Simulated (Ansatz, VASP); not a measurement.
## Two plane-wave programs on Ti

The input POSCAR:

```
Ti
1.0
   -1.6704402841      1.6704402841      1.6704402841
    1.6704402841     -1.6704402841      1.6704402841
    1.6704402841      1.6704402841     -1.6704402841
Ti
1
Direct
    0.0000000000      0.0000000000      0.0000000000
```

File INCAR.step1:

```
PREC = Accurate ; ENCUT = 520
ISMEAR = -1 ; SIGMA = 0.1
LREAL = False ; LASPH = True
NELM = 60 ; NBANDS = 12
GGA = PE ; ALGO = Normal
EDIFF = 1E-4 ; LWAVE = True
LCHARG = False
```

File INCAR.step2:

```
PREC = Accurate ; ENCUT = 520
EDIFF = 1E-6 ; ISMEAR = -1
SIGMA = 0.1 ; LREAL = False
LASPH = True ; NELM = 60
ALGO = Normal ; ISIF = 2
LWAVE = False ; LCHARG = False
METAGGA = R2SCAN ; LMIXTAU = True
NBANDS = 12 ; ISTART = 1
```

Contents of KPOINTS:

```
Automatic mesh
0
Gamma
  15 15 15
```

Input for Ansatz:

```yaml
crystal:
  lattice:
    - [-1.6704402841, 1.6704402841, 1.6704402841]
    - [1.6704402841, -1.6704402841, 1.6704402841]
    - [1.6704402841, 1.6704402841, -1.6704402841]
  atoms:
    - { symbol: Ti, position: [0.0, 0.0, 0.0] }
hamiltonian:
  xc: r2scan
  pseudopotentials:
    kind: paw
    azcp:
      Ti: "pseudopotentials/Ti.paw.azcp"
basis:
  ecutwfc: 500
  fft_grid_basis: typed
kpoints:
  mp_grid: { grid: [15, 15, 15], shift: [0, 0, 0] }
magnetization:
  spin_polarized: false
scf:
  occupations: { method: fermi_dirac, width: 0.1 }
  lower_state_search: "off"
output:
  stress: true
```

Alike in both runs: task single point; functional r2SCAN; k mesh 15 × 15 × 15; occupations fermi-dirac, width 0.1 eV; no spin polarisation.

|  | VASP | Ansatz |
| --- | --- | --- |
| version | VASP 6.6.1 | Ansatz 0.2.0 |
| potentials or method | VASP PAW PBE potentials, release 64 (Ti_sv), cutoff 520 eV | plane waves (500 eV) with PAW, scalar-relativistic |
| valence electrons in the cell | 12 | 12 |

|  | VASP | Ansatz | Ansatz less VASP |
| --- | --- | --- | --- |
| pressure (GPa) | -7.3 | -7.5 | -0.19 |

VASP's potentials were made for PBE, not for r2SCAN.
